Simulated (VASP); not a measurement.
# C (Cmme) in VASP: a series of runs

The runs below take C through single point, with PBEsol.

All numbers are computed with VASP 6.6.1; they aren't measurements. Logs are shortened: lines on timing, memory, paths and dates and some standing lists are left out, and cuts for length are marked.

**1. The cell of the first run**

The typed cell holds 4 atoms: a = 2.325 Å, b = 2.325 Å, c = 7.024 Å, α = 90.00°, β = 90.00°, γ = 121.31°.

**2. Single point, PBEsol (8.11 Å³/atom)**

INCAR

```
ALGO = Normal
EDIFF = 1E-7
ENCUT = 520
GGA = PS
ISIF = 2
ISMEAR = 0
LASPH = T
LCHARG = T
LELF = T
LREAL = F
LVHAR = T
LWAVE = F
NBANDS = 16
NELM = 80
PREC = Accurate
SIGMA = 0.15
```

KPOINTS

```
k-points
0
Gamma
  21 21 6
```

POSCAR

```
C
1.0
    1.1395356221     -2.0268460530      0.0000000000
    1.1395356221      2.0268460530      0.0000000000
    0.0000000000      0.0000000000      7.0235346231
C
4
Direct
    0.0833216498      0.9166783502      0.7498439858
    0.5833216498      0.4166783502      0.2501560142
    0.9166783502      0.0833216498      0.2501560142
    0.4166783502      0.5833216498      0.7498439858
```

Potentials or basis: VASP PAW PBE potentials, release 64 (C).

On the command line:

```console
> cat potpaw_PBE.64/C/POTCAR > POTCAR
> mpirun -np 1 vasp_std > vasp.out
```

OUTCAR:

```text
EDIFF = 1E-7
   ENCUT = 520
   GGA = PS
   ISIF = 2
   ISMEAR = 0
   LASPH = T
   LREAL = F
   NELM = 80
   PREC = Accurate

 ion  position               nearest neighbor table
   1  0.083  0.917  0.750-   4 1.32   4 1.32   4 1.35
   2  0.583  0.417  0.250-   3 1.32   3 1.32   3 1.35
   3  0.917  0.083  0.250-   2 1.32   2 1.32   2 1.35
   4  0.417  0.583  0.750-   1 1.32   1 1.32   1 1.35

  LATTYP: Found a base centered orthorhombic cell.
 ALAT       =     2.2790712442
 B/A-ratio  =     1.7786596695
 C/A-ratio  =     3.0817529908

  Lattice vectors:

 A1 = (   1.1395356221,  -2.0268460530,   0.0000000000)
 A2 = (   1.1395356221,   2.0268460530,   0.0000000000)
 A3 = (   0.0000000000,   0.0000000000,   7.0235346231)

Analysis of symmetry for initial positions (statically):
=====================================================================
 Subroutine PRICEL returns:
 Original cell was already a primitive cell.

 Routine SETGRP: Setting up the symmetry group for a
 base centered orthorhombic supercell.

 Subroutine GETGRP returns: Found  8 space group operations
 (whereof  4 operations were pure point group operations)
 out of a pool of  8 trial point group operations.

The static configuration has the point symmetry C_2h.
 The point group associated with its full space group is D_2h.

Analysis of symmetry for dynamics (positions and initial velocities):
=====================================================================
 Subroutine PRICEL returns:
 Original cell was already a primitive cell.

 Routine SETGRP: Setting up the symmetry group for a
 base centered orthorhombic supercell.

 Subroutine GETGRP returns: Found  8 space group operations
 (whereof  4 operations were pure point group operations)
 out of a pool of  8 trial point group operations.

The dynamic configuration has the point symmetry C_2h.
 The point group associated with its full space group is D_2h.

 Subroutine INISYM returns: Found  8 space group operations
 (whereof  4 operations are pure point group operations),
 and found     1 'primitive' translations

----------------------------------------------------------------------------------------

                                     Primitive cell

  volume of cell :      32.4440

  direct lattice vectors                    reciprocal lattice vectors
     1.139535622 -2.026846053  0.000000000     0.438775226 -0.246688691  0.000000000
     1.139535622  2.026846053  0.000000000     0.438775226  0.246688691  0.000000000
     0.000000000  0.000000000  7.023534623     0.000000000  0.000000000  0.142378454

  length of vectors
     2.325219636  2.325219636  7.023534623     0.503367668  0.503367668  0.142378454

  position of ions in fractional coordinates (direct lattice)
     0.083321650  0.916678350  0.749843986
     0.583321650  0.416678350  0.250156014
     0.916678350  0.083321650  0.250156014
     0.416678350  0.583321650  0.749843986

  ion indices of the primitive-cell ions
   primitive index   ion index
                 1           1
                 2           2
                 3           3
                 4           4

----------------------------------------------------------------------------------------

 KPOINTS: k-points

Automatic generation of k-mesh.
 Grid dimensions read from file:
 generate k-points for:   21   21    6

 Generating k-lattice:

  Cartesian coordinates                     Fractional coordinates (reciprocal lattice)
     0.020894058 -0.011747081  0.000000000     0.047619048  0.000000000  0.000000000
     0.020894058  0.011747081  0.000000000     0.000000000  0.047619048  0.000000000
     0.000000000  0.000000000  0.023729742     0.000000000  0.000000000  0.166666667

  Length of vectors
     0.023969889  0.023969889  0.023729742

  Shift w.r.t. Gamma in fractional coordinates (k-lattice)
     0.000000000  0.000000000  0.000000000

 Subroutine IBZKPT returns following result:
 ===========================================

 Found    484 irreducible k-points:

 Following reciprocal coordinates:
            Coordinates               Weight
  0.000000  0.000000  0.000000      1.000000
  0.047619  0.000000  0.000000      4.000000
  0.095238  0.000000  0.000000      4.000000
  0.142857  0.000000  0.000000      4.000000
  0.190476  0.000000  0.000000      4.000000
  0.238095  0.000000  0.000000      4.000000
[... 16 lines left out ...]
 -0.428571  0.047619  0.000000      4.000000
 -0.380952  0.047619  0.000000      4.000000
 [... further k-points ...]
   k-points           NKPTS =    484   k-points in BZ     NKDIM =    484   number of bands    NBANDS=     16
   number of dos      NEDOS =    301   number of ions     NIONS =      4
   total plane-waves  NPLWV =  17496
   dimension x,y,z NGX =    18 NGY =   18 NGZ =   54
   dimension x,y,z NGXF=    36 NGYF=   36 NGZF=  108
   ions per type =               4
   NGX,Y,Z   is equivalent  to a cutoff of  12.87, 12.87, 12.78 a.u.
   NGXF,Y,Z  is equivalent  to a cutoff of  25.74, 25.74, 25.56 a.u.
 SYSTEM =  unknown system
   PREC   = accura    normal or accurate (medium, high low for compatibility)
   ISTART =      0    job   : 0-new  1-cont  2-samecut
   ICHARG =      2    charge: 1-file 2-atom 10-const
   ISPIN  =      1    spin polarized calculation?
   LNONCOLLINEAR =      F non collinear calculations
   LSORBIT =      F    spin-orbit coupling
   LASPH  =      T    aspherical Exc in radial PAW
   ENCUT  =  520.0 eV  38.22 Ry    6.18 a.u.   4.32  4.32 13.06*2*pi/ulx,y,z
   NELM   =     80;   NELMIN=  2; NELMDL= -5     # of ELM steps
   EDIFF  = 0.1E-06   stopping-criterion for ELM
   LREAL  =      F    real-space projection
   EDIFFG = 0.1E-05   stopping-criterion for IOM
   NSW    =      0    number of steps for IOM
   IBRION =     -1    ionic relax: 0-MD 1-quasi-New 2-CG
   NFREE  =      0    steps in history (QN), initial steepest desc. (CG)
   ISIF   =      2    stress and relaxation
   ISYM   =      2    0-nonsym 1-usesym 2-fastsym
   POTIM  = 0.5000    time-step for ionic-motion
   TEBEG  =    0.0;   TEEND  =   0.0 temperature during run
   PSTRESS=    0.0 pullay stress
   NELECT =      16.0000    total number of electrons
   NUPDOWN=      -1.0000    fix difference up-down
   EMIN   =  10.00;   EMAX   =-10.00  energy-range for DOS
   EFERMI =   0.00;   METHOD = LEGACY
   ISMEAR =     0;   SIGMA  =   0.15  broadening in eV -4-tet -1-fermi 0-gaus
   EFERMI_NEDOS =   21; number of points for ismear=-14 and -15
   IALGO  =     38    algorithm
   IMIX   =      4    mixing-type and parameters
     AMIX     =   0.40;   BMIX     =  1.00
     AMIX_MAG =   1.60;   BMIX_MAG =  1.00
  volume/ion in A,a.u.               =       8.11        54.74
  Fermi-wavevector in a.u.,A,eV,Ry     =   1.293411  2.444193 22.761365  1.672913
  Thomas-Fermi vector in A             =   2.425059
   LORBIT       =      0    0 simple, 1 ext, 2 COOP (PROOUT), +10 PAW based schemes
   GGA     = PS    functional components
   LHFCALC =     F    Hartree Fock is set to
   AEXX    =    0.0000 exact exchange contribution
   IVDW    =     0    specifies the selected vdW correction
   LEPSILON=     F    determine dielectric tensor
   LRPA    =     F    only Hartree local field effects (RPA)
 non-spin polarized calculation
 Gauss-broadening in eV      SIGMA  =   0.15
  energy-cutoff  :      520.00
  volume of cell :       32.44
 maximum number of plane-waves:       906
 NGX is ok and might be reduce to    18
   NGX =  9   NGY =  9   NGZ = 27

 number of electron      15.9999997 magnetization

 Free energy of the ion-electron system (eV)
  ---------------------------------------------------
  ext. energy  EPLUGINS =         0.00000000
  ---------------------------------------------------
  free energy    TOTEN  =       -37.30580973 eV

  energy without entropy =      -37.30515541  energy(sigma->0) =      -37.30548257

 E-fermi :   5.5133     XC(G=0): -10.5946

 val. band max:        5.4858124179   @ k =   0.3333   0.3333   0.1667
 cond. band min:       5.5400927388   @ k =   0.3333   0.3333   0.3333
 fundamental gap:      0.0542803209
 Fermi energy:         5.5132607602

 k-point     1 :       0.0000    0.0000    0.0000
  band No.  band energies     occupation
      1     -15.7779      2.00000
      2     -15.5832      2.00000
      3      -4.3450      2.00000
      4      -2.8868      2.00000
      5       2.4684      2.00000
      6       2.4762      2.00000
[... 8 lines left out ...]
     15      19.4223      0.00000
     16      19.4743      0.00000

 k-point     2 :       0.0476    0.0000    0.0000
  band No.  band energies     occupation
      1     -15.7168      2.00000
      2     -15.5230      2.00000
      3      -4.2675      2.00000
      4      -2.8123      2.00000
      5       2.3016      2.00000
      6       2.3074      2.00000
[... 8 lines left out ...]
     15      19.1676      0.00000
     16      19.2379      0.00000

 k-point     3 :       0.0952    0.0000    0.0000
  band No.  band energies     occupation
      1     -15.5337      2.00000
      2     -15.3424      2.00000
      3      -4.0354      2.00000
      4      -2.5893      2.00000
      5       1.7081      2.00000
      6       1.7214      2.00000
[... 8 lines left out ...]
     15      18.4365      0.00000
     16      18.5668      0.00000

 k-point     4 :       0.1429    0.0000    0.0000
  band No.  band energies     occupation
      1     -15.2291      2.00000
      2     -15.0419      2.00000
      3      -3.6500      2.00000
      4      -2.2198      2.00000
      5       0.7204      2.00000
      6       0.7456      2.00000
[... 8 lines left out ...]
     15      17.3155      0.00000
     16      17.5441      0.00000
[... 324 lines left out ...]
 k-point    22 :      -0.4762    0.0476    0.0000
  band No.  band energies     occupation
      1     -10.3983      2.00000
      2     -10.2684      2.00000
      3      -7.9757      2.00000
      4      -7.8714      2.00000
      5      -1.8165      2.00000
      6      -1.8010      2.00000
[... 8 lines left out ...]
     15      19.1730      0.00000
     16      21.1163      0.00000

 k-point    23 :      -0.4286    0.0476    0.0000
  band No.  band energies     occupation
      1     -11.4366      2.00000
      2     -11.2950      2.00000
      3      -6.6702      2.00000
      4      -6.5788      2.00000
      5      -1.6363      2.00000
      6      -1.6205      2.00000
[... 8 lines left out ...]
     15      20.0984      0.00000
     16      21.9595      0.00000

 k-point    24 :      -0.3810    0.0476    0.0000
  band No.  band energies     occupation
      1     -12.3721      2.00000
      2     -12.2198      2.00000
      3      -5.3043      2.00000
      4      -5.2260      2.00000
      5      -1.3333      2.00000
      6      -1.3176      2.00000
[... 8 lines left out ...]
     15      21.6560      0.00000
     16      22.8552      0.00000

 [... further k-points ...]

------------------------ aborting loop because EDIFF is reached ----------------------------------------

  FORCE on cell =-STRESS in cart. coord.  units (eV):
  Direction    XX          YY          ZZ          XY          YZ          ZX
  --------------------------------------------------------------------------------------
  -------------------------------------------------------------------------------------
  Total       23.5046444     16.9957876      0.0698092      0.0000000      0.0000000      0.0000000
  in kB     1160.7264319    839.3005068      3.4473768      0.0000000      0.0000000      0.0000000
  external PRESSURE =     667.8247719 kB  Pullay stress =       0.0000000 kB

 VOLUME and BASIS-vectors are now :
 -----------------------------------------------------------------------------
  energy-cutoff  :      520.00
  volume of cell :       32.44
      direct lattice vectors                 reciprocal lattice vectors
     1.139535622 -2.026846053  0.000000000     0.438775226 -0.246688691  0.000000000
     1.139535622  2.026846053  0.000000000     0.438775226  0.246688691  0.000000000
     0.000000000  0.000000000  7.023534623     0.000000000  0.000000000  0.142378454

 POSITION                                       TOTAL-FORCE (eV/Angst)
 -----------------------------------------------------------------------------------
      1.13954      1.68909      5.26656         0.000000     -0.822181      0.000284
      1.13954     -0.33776      1.75698         0.000000     -0.822181     -0.000284
      1.13954     -1.68909      1.75698         0.000000      0.822181     -0.000284
      1.13954      0.33776      5.26656         0.000000      0.822181      0.000284
 -----------------------------------------------------------------------------------
    total drift:                                0.000000     -0.000000     -0.000000

  FREE ENERGIE OF THE ION-ELECTRON SYSTEM (eV)
  ---------------------------------------------------
  free  energy   TOTEN  =       -37.3058097290 eV

  energy  without entropy=      -37.3051554095  energy(sigma->0) =      -37.30548257
```

It took 2.2 min on 1 thread of AMD EPYC 9R45 (Zen 5), shared host; peak memory 0.25 GiB.

Results:

* Free energy: -37.3058 eV
* Pressure: 66.8 GPa
* Largest force: 0.822 eV/Å

Forces on the atoms (eV/Å):
```
C    0.000 -0.822  0.000
C    0.000 -0.822  0.000
C    0.000  0.822  0.000
C    0.000  0.822  0.000
```

Stress tensor (GPa, compression positive):
```
116.07   0.00   0.00
  0.00  83.93   0.00
  0.00   0.00   0.34
```

Caveat: the stress differs along the axes, from 0 to 116 GPa; this functional lacks dispersion, which binds layers or chains, so the pressure and a relaxed spacing across them are unreliable; the PAW data sets were made with another functional, which shifts forces and pressure a little.

(Part 1 of 2 ends here.)
